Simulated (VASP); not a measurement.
Write the native input for VASP 6.6.1 that does the following.

```
Task                   : single point
Functional             : LDA
Potentials or basis    : VASP PAW LDA potentials, release 64 (In_d, Cu)
Cutoff                 : 520 eV
k mesh                 : 10 × 10 × 10
Occupations            : gaussian, width 0.15 eV
Spin                   : no spin polarisation
Dipole correction      : no
Further INCAR settings : ALGO = Fast; EDIFF = 1e-06; NBANDS = 33
```

The structure of In3Cu lies in POSCAR:

```
In3Cu
1.0
    4.3696228094     -0.0387940685     -0.0387940685
   -0.0387940685      4.3696228094     -0.0387940685
   -0.0387940685     -0.0387940685      4.3696228094
In Cu
3 1
Direct
    0.0000000000      0.5000000000      0.5000000000
    0.5000000000      0.0000000000      0.5000000000
    0.5000000000      0.5000000000      0.0000000000
    0.0000000000      0.0000000000      0.0000000000
```

One way to write it, as run:

INCAR

```
SYSTEM = In3Cu
PREC = Accurate
ENCUT = 520
EDIFF = 1E-6
ISMEAR = 0
SIGMA = 0.15
LREAL = .FALSE.
LASPH = .TRUE.
NELM = 60
ALGO = Fast
ISIF = 2
LWAVE = .FALSE.
LCHARG = .TRUE.
GGA = CA
LELF = .TRUE.
LVHAR = .TRUE.
NBANDS = 33
```

KPOINTS

```
Automatic mesh
0
G
  10 10 10
  0 0 0
```

Potentials or basis: VASP PAW LDA potentials, release 64 (In_d, Cu).

Launch:

```sh
$ cat potpaw_LDA.64/In_d/POTCAR potpaw_LDA.64/Cu/POTCAR > POTCAR
$ mpirun -np 1 vasp_std > vasp.out
```

It gave:

| Quantity | Value |
| --- | --- |
| Pressure | -1.5 GPa |
| Band gap on the k mesh | zero (band 25 reaches 10.59 eV, above the bottom of band 26 at 6.20 eV) |

Caveat: spin-orbit coupling is left out, which moves the levels of the heavy elements.

Wall time 5.7 min on 1 thread of AMD EPYC 7R13 Processor (Zen 3), with other jobs on the host, peak memory 0.33 GiB.
